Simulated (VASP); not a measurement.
Crystal: InAs.

```xyz
2
Lattice="0.0000 2.8773 2.8773 2.8773 0.0000 2.8773 2.8773 2.8773 0.0000" Properties=species:S:1:pos:R:3 pbc="T T T"
In    2.8773    2.8773    2.8773
As    0.0000    0.0000    0.0000
```

```yaml
Program: VASP 6.6.1
Task: relaxation of cell and atoms
Functional: LDA
Potentials_or_basis: VASP PAW LDA potentials, release 64 (In_d, As)
Cutoff: 500 eV
k_mesh: 12 × 12 × 12
Occupations: gaussian, width 0.1 eV
Spin: no spin polarisation
```

At the start: pressure -5.0 GPa; volume 23.82 Å³/atom.

Question: How do energy, volume and symmetry change on relaxing?

Answer: Over 3 steps the energy falls by 30.0 meV/atom and the volume is 22.03 Å³/atom (-7.5 %); space group Fm-3m (No. 225, to 0.05 Å).

Step by step:
| step | energy change (eV) | largest force (eV/Å) | pressure (GPa) | volume (Å³) |
| --- | --- | --- | --- | --- |
| 1 | 0.0000 | 0.0000 | -4.97 | 47.64 |
| 2 | -0.0499 | 0.0000 | 2.50 | 42.73 |
| 3 | -0.0599 | 0.0000 | -0.01 | 44.05 |

Final structure:
```xyz
2
Lattice="0.0000 2.8031 2.8031 2.8031 0.0000 2.8031 2.8031 2.8031 0.0000" Properties=species:S:1:pos:R:3 pbc="T T T"
In    2.8031    2.8031    2.8031
As    0.0000    0.0000    0.0000
```
